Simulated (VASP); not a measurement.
# GaAs (Fm-3m) in VASP: a series of runs

The runs below take GaAs through single point, with PBE.

All numbers are computed with VASP 6.6.1; they aren't measurements. Logs are shortened: lines on timing, memory, paths and dates and some standing lists are left out, and cuts for length are marked.

## 1. The cell of the first run

It takes space group Fm-3m (No. 225, cubic). The conventional cell has a = 5.282 Å, b = 5.282 Å, c = 5.282 Å, α = 90.00°, β = 90.00°, γ = 90.00°. Ga (site symmetry m-3m) has 6 As at 2.64 Å within 3.5 Å. Within 3.5 Å of As (site symmetry m-3m) lie 6 Ga at 2.64 Å.

## 2. Single point, PBE

Contents of INCAR:

```
SYSTEM = GaAs
  ALGO = Normal
  EDIFF = 1E-7
  ENCUT = 520
  GGA = PE
  ISIF = 2
  ISMEAR = -1
  LASPH = .True.
  LCHARG = .False.
  LREAL = .False.
  LWAVE = .False.
  NBANDS = 16
  NELM = 60
  PREC = Accurate
  SIGMA = 0.05
```

Contents of KPOINTS:

```
k-points
0
Gamma
  9 9 9
  0 0 0
```

Contents of POSCAR:

```
GaAs
1.0
    0.0000000000      2.6408563946      2.6408563946
    2.6408563946      0.0000000000      2.6408563946
    2.6408563946      2.6408563946      0.0000000000
Ga As
1 1
Direct
    0.0000000000      0.0000000000      0.0000000000
    0.5000000000      0.5000000000      0.5000000000
```

Potentials or basis: VASP PAW PBE potentials, release 64 (Ga_d, As).

Launch:

```
$ cat potpaw_PBE.64/Ga_d/POTCAR potpaw_PBE.64/As/POTCAR > POTCAR
$ mpirun -np 1 vasp_std > vasp.out
```

OUTCAR:

```text
SYSTEM = GaAs
   EDIFF = 1E-7
   ENCUT = 520
   GGA = PE
   ISIF = 2
   ISMEAR = -1
   LASPH = .True.
   LREAL = .False.
   NELM = 60
   PREC = Accurate

 ion  position               nearest neighbor table
   1  0.000  0.000  0.000-   2 2.64   2 2.64   2 2.64   2 2.64   2 2.64   2 2.64
   2  0.500  0.500  0.500-   1 2.64   1 2.64   1 2.64   1 2.64   1 2.64   1 2.64

  LATTYP: Found a face centered cubic cell.
 ALAT       =     5.2817127892

  Lattice vectors:

 A1 = (   0.0000000000,   2.6408563946,   2.6408563946)
 A2 = (   2.6408563946,   0.0000000000,   2.6408563946)
 A3 = (   2.6408563946,   2.6408563946,   0.0000000000)

Analysis of symmetry for initial positions (statically):
=====================================================================
 Subroutine PRICEL returns:
 Original cell was already a primitive cell.

 Routine SETGRP: Setting up the symmetry group for a
 face centered cubic supercell.

 Subroutine GETGRP returns: Found 48 space group operations
 (whereof 48 operations were pure point group operations)
 out of a pool of 48 trial point group operations.

The static configuration has the point symmetry O_h .

Analysis of symmetry for dynamics (positions and initial velocities):
=====================================================================
 Subroutine PRICEL returns:
 Original cell was already a primitive cell.

 Routine SETGRP: Setting up the symmetry group for a
 face centered cubic supercell.

 Subroutine GETGRP returns: Found 48 space group operations
 (whereof 48 operations were pure point group operations)
 out of a pool of 48 trial point group operations.

The dynamic configuration has the point symmetry O_h .

 Subroutine INISYM returns: Found 48 space group operations
 (whereof 48 operations are pure point group operations),
 and found     1 'primitive' translations

----------------------------------------------------------------------------------------

                                     Primitive cell

  volume of cell :      36.8353

  direct lattice vectors                    reciprocal lattice vectors
     0.000000000  2.640856395  2.640856395    -0.189332521  0.189332521  0.189332521
     2.640856395  0.000000000  2.640856395     0.189332521 -0.189332521  0.189332521
     2.640856395  2.640856395  0.000000000     0.189332521  0.189332521 -0.189332521

  length of vectors
     3.734734930  3.734734930  3.734734930     0.327933547  0.327933547  0.327933547

  position of ions in fractional coordinates (direct lattice)
     0.000000000  0.000000000  0.000000000
[... 73 lines left out ...]
   LNONCOLLINEAR =      F non collinear calculations
   LSORBIT =      F    spin-orbit coupling
   LASPH  =      T    aspherical Exc in radial PAW
   ENCUT  =  520.0 eV  38.22 Ry    6.18 a.u.   6.94  6.94  6.94*2*pi/ulx,y,z
   NELM   =     60;   NELMIN=  2; NELMDL= -5     # of ELM steps
   EDIFF  = 0.1E-06   stopping-criterion for ELM
   LREAL  =      F    real-space projection
   EDIFFG = 0.1E-05   stopping-criterion for IOM
   NSW    =      0    number of steps for IOM
   IBRION =     -1    ionic relax: 0-MD 1-quasi-New 2-CG
   NFREE  =      0    steps in history (QN), initial steepest desc. (CG)
   ISIF   =      2    stress and relaxation
   ISYM   =      2    0-nonsym 1-usesym 2-fastsym
   POTIM  = 0.5000    time-step for ionic-motion
   TEBEG  =    0.0;   TEEND  =   0.0 temperature during run
   PSTRESS=    0.0 pullay stress
   NELECT =      18.0000    total number of electrons
   NUPDOWN=      -1.0000    fix difference up-down
   EMIN   =  10.00;   EMAX   =-10.00  energy-range for DOS
   EFERMI =   0.00;   METHOD = LEGACY
   ISMEAR =    -1;   SIGMA  =   0.05  broadening in eV -4-tet -1-fermi 0-gaus
   EFERMI_NEDOS =   21; number of points for ismear=-14 and -15
   IALGO  =     38    algorithm
   IMIX   =      4    mixing-type and parameters
     AMIX     =   0.40;   BMIX     =  1.00
     AMIX_MAG =   1.60;   BMIX_MAG =  1.00
  volume/ion in A,a.u.               =      18.42       124.29
  Fermi-wavevector in a.u.,A,eV,Ry     =   1.289469  2.436743 22.622817  1.662730
  Thomas-Fermi vector in A             =   2.421360
   LORBIT       =      0    0 simple, 1 ext, 2 COOP (PROOUT), +10 PAW based schemes
   GGA     = PE    functional components
   LHFCALC =     F    Hartree Fock is set to
   AEXX    =    0.0000 exact exchange contribution
   IVDW    =     0    specifies the selected vdW correction
   LEPSILON=     F    determine dielectric tensor
   LRPA    =     F    only Hartree local field effects (RPA)
 non-spin polarized calculation
  energy-cutoff  :      520.00
  volume of cell :       36.84
 maximum number of plane-waves:      1003
   NGX = 13   NGY = 13   NGZ = 13

 number of electron      17.9999993 magnetization

 Free energy of the ion-electron system (eV)
  ---------------------------------------------------
  ext. energy  EPLUGINS =         0.00000000
  ---------------------------------------------------
  free energy    TOTEN  =        -7.59838510 eV

  energy without entropy =       -7.58751538  energy(sigma->0) =       -7.59295024

 E-fermi :   5.8807     XC(G=0): -10.8921

 val. band max:        5.8704469568   @ k =   0.3333   0.2222   0.0000
 cond. band min:       5.8973721249   @ k =   0.1111   0.0000   0.0000
 fundamental gap:      0.0269251682
 Fermi energy:         5.8807280773

 k-point     1 :       0.0000    0.0000    0.0000
  band No.  band energies     occupation
      1      -8.9794      2.00000
      2      -8.9794      2.00000
      3      -8.9572      2.00000
      4      -8.9572      2.00000
      5      -8.9572      2.00000
      6      -7.7032      2.00000
[... 433 lines left out ...]
      3      -8.9577      2.00000
      4      -8.9055      2.00000
      5      -8.9055      2.00000
      6      -4.4476      2.00000
[... 8 lines left out ...]
     15      19.5387      0.00000
     16      22.4137      0.00000

 [... further k-points ...]
[... 5 lines left out ...]
  --------------------------------------------------------------------------------------
  -------------------------------------------------------------------------------------
  Total        1.2111813      1.2111813      1.2111813     -0.0000000     -0.0000000     -0.0000000
  in kB       52.6811655     52.6811655     52.6811655     -0.0000000     -0.0000000     -0.0000000
  external PRESSURE =      52.6811655 kB  Pullay stress =       0.0000000 kB

 VOLUME and BASIS-vectors are now :
 -----------------------------------------------------------------------------
  energy-cutoff  :      520.00
  volume of cell :       36.84
      direct lattice vectors                 reciprocal lattice vectors
     0.000000000  2.640856395  2.640856395    -0.189332521  0.189332521  0.189332521
     2.640856395  0.000000000  2.640856395     0.189332521 -0.189332521  0.189332521
     2.640856395  2.640856395  0.000000000     0.189332521  0.189332521 -0.189332521

 POSITION                                       TOTAL-FORCE (eV/Angst)
 -----------------------------------------------------------------------------------
      0.00000      0.00000      0.00000        -0.000000     -0.000000     -0.000000
      2.64086      2.64086      2.64086         0.000000      0.000000      0.000000
 -----------------------------------------------------------------------------------
    total drift:                               -0.000000      0.000000      0.000000

  FREE ENERGIE OF THE ION-ELECTRON SYSTEM (eV)
  ---------------------------------------------------
  free  energy   TOTEN  =        -7.5983851037 eV

  energy  without entropy=       -7.5875153824  energy(sigma->0) =       -7.59295024
```

OSZICAR:

```text
N       E                     dE             d eps       ncg     rms          rms(c)
DAV:   1     0.803009858609E+02    0.80301E+02   -0.88942E+03  1168   0.167E+03
DAV:   2    -0.178805258657E+01   -0.82089E+02   -0.78218E+02  1240   0.313E+02
DAV:   3    -0.761999613846E+01   -0.58319E+01   -0.57481E+01  1440   0.630E+01
DAV:   4    -0.768916931174E+01   -0.69173E-01   -0.69158E-01  1264   0.743E+00
DAV:   5    -0.769007635571E+01   -0.90704E-03   -0.90703E-03  1456   0.793E-01    0.246E+00
DAV:   6    -0.760021162208E+01    0.89865E-01   -0.16706E-01  1568   0.784E+00    0.143E+00
DAV:   7    -0.759778814087E+01    0.24235E-02   -0.24044E-02  1600   0.111E+00    0.575E-01
DAV:   8    -0.759833973451E+01   -0.55159E-03   -0.30699E-03  1416   0.747E-01    0.664E-02
DAV:   9    -0.759838733988E+01   -0.47605E-04   -0.36504E-04  1448   0.339E-01    0.522E-02
DAV:  10    -0.759838352559E+01    0.38143E-05   -0.15663E-05  1264   0.376E-02    0.306E-02
DAV:  11    -0.759838544474E+01   -0.19192E-05   -0.10892E-05  1496   0.419E-02    0.194E-03
DAV:  12    -0.759838514080E+01    0.30395E-06   -0.72753E-07  1256   0.852E-03    0.883E-04
DAV:  13    -0.759838510367E+01    0.37126E-07   -0.64996E-08  1032   0.268E-03
   1 F= -.75983851E+01 E0= -.75929502E+01  d E =-.108697E-01
```

stdout:

```text
POSCAR found type information on POSCAR GaAs
 POSCAR found :  2 types and       2 ions
 scaLAPACK will be used
 LDA part: xc-table for (Slater+PW92), standard interpolation
 POSCAR, INCAR and KPOINTS ok, starting setup
 FFT: planning ... GRIDC
 FFT: planning ... GRID_SOFT
 FFT: planning ... GRID
 WAVECAR not read
 entering main loop
```

Wall time 9.2 s (1 thread of Intel Xeon 6975P-C (Granite Rapids), shared host); peak memory 0.16 GiB.

Results:

```yaml
Free_energy: -7.5984 eV
Pressure: 5.3 GPa
Band_gap_on_the_k_mesh: zero (band 9 reaches 6.48 eV, above the bottom of band 10 at 3.21 eV)
```

## 3. Single point, PBE

This run uses another cell than the first one, of 18.81 Å³/atom, 1.021 times its volume.

Contents of INCAR:

```
PREC = Accurate
ENCUT = 520
EDIFF = 1E-6
ISMEAR = -1
SIGMA = 0.05
LREAL = F
LASPH = T
NELM = 60
ALGO = Normal
ISIF = 2
LWAVE = F
LCHARG = T
GGA = PE
LELF = T
LVHAR = T
NBANDS = 16
```

Contents of KPOINTS:

```
Automatic mesh
0
Gamma
  9 9 9
```

Contents of POSCAR:

```
GaAs
1.0
    0.0000000000      2.6594545876      2.6594545876
    2.6594545876      0.0000000000      2.6594545876
    2.6594545876      2.6594545876      0.0000000000
Ga As
1 1
Direct
    0.0000000000      0.0000000000      0.0000000000
    0.5000000000      0.5000000000      0.5000000000
```

Potentials or basis: VASP PAW PBE potentials, release 64 (Ga_d, As).

Launch:

```
$ cat potpaw_PBE.64/Ga_d/POTCAR potpaw_PBE.64/As/POTCAR > POTCAR
$ mpirun -np 1 vasp_std > vasp.out
```

Run time: 9.6 s. Hardware: 1 thread of Intel Xeon 6975P-C (Granite Rapids), shared host; peak memory 0.16 GiB.

Results (log left out):

* Free energy: -7.6193 eV
* Pressure: 3.3 GPa
* Band gap on the k mesh: zero (band 9 reaches 6.24 eV, above the bottom of band 10 at 3.05 eV)

Levels at points of the mesh, in eV from the Fermi level:
```
           k point  band 7  band 8  band 9  band 10  band 11  band 12
(0.00, 0.00, 0.00)    0.04    0.04    0.04     0.23     7.33     7.33
```
